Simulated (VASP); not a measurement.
Wanted: the native input for a VASP 6.6.1 run.

- Task: single point
- Functional: PBE
- Potentials or basis: VASP PAW PBE potentials, release 64 (Eu, O)
- Cutoff: 600 eV
- k mesh: 12 × 12 × 12
- Occupations: gaussian, width 0.05 eV
- Spin: collinear spin, ferromagnetic start
- Starting moments: [7.24, 0.0] μB
- Dipole correction: no
- Further INCAR settings: ALGO = Normal; EDIFF = 1e-06; NBANDS = 22

The structure of EuO lies in POSCAR:

```
EuO
1.0
    0.0000000000      2.5470532104      2.5470532104
    2.5470532104      0.0000000000      2.5470532104
    2.5470532104      2.5470532104      0.0000000000
Eu O
1 1
Direct
    0.0000000000      0.0000000000      0.0000000000
    0.5000000000      0.5000000000      0.5000000000
```

The input as run:

INCAR

```
SYSTEM = EuO
PREC     = Accurate       ! precision mode
ENCUT    = 600            ! plane-wave cutoff, eV
EDIFF    = 1E-6           ! SCF threshold, eV
ISMEAR   = 0              ! smearing method
SIGMA    = 0.05           ! smearing width, eV
LREAL    = .False.        ! projectors in reciprocal space
LASPH    = .True.         ! aspherical terms in the spheres
NELM     = 200            ! most SCF steps
ALGO     = Normal         ! electronic algorithm
ISIF     = 2              ! what is computed and relaxed
LWAVE    = .False.        ! write WAVECAR
LCHARG   = .False.        ! write CHGCAR
ISPIN    = 2              ! spin polarisation
MAGMOM   = 7.24 0         ! initial moments
LORBIT   = 11             ! projections on sites
LMAXMIX  = 6              ! l up to which the mixer works
GGA      = PE             ! functional
NBANDS   = 22             ! bands
GGA_COMPAT= .False.
```

KPOINTS

```
regular mesh
0
Gamma
  12 12 12
  0 0 0
```

Potentials or basis: VASP PAW PBE potentials, release 64 (Eu, O).

Command:

```console
$ cat potpaw_PBE.64/Eu/POTCAR potpaw_PBE.64/O/POTCAR > POTCAR
$ mpirun -np 1 vasp_std > vasp.out
```

It gave:

| Property | Result |
| --- | --- |
| Pressure | -2.1 GPa |
| Band gap on the k mesh | zero (filled and empty bands overlap) |
| Net moment | 6.96 μB per cell |
| Site moments | Eu +6.58; O -0.10 μB |
| Valence electrons inside the program's atomic spheres | Eu 14.82; O 4.96 |

Caveat: spin-orbit coupling is left out, which moves the levels of the heavy elements; a cell with one magnetic atom can't hold antiferromagnetic order, which such compounds often take; semilocal functionals describe open f shells poorly, which spoils levels, moments and volumes.

Wall time 120 s on 1 thread of Oxide Virtual Turin-like Processor, with other jobs on the host, peak memory 0.24 GiB.
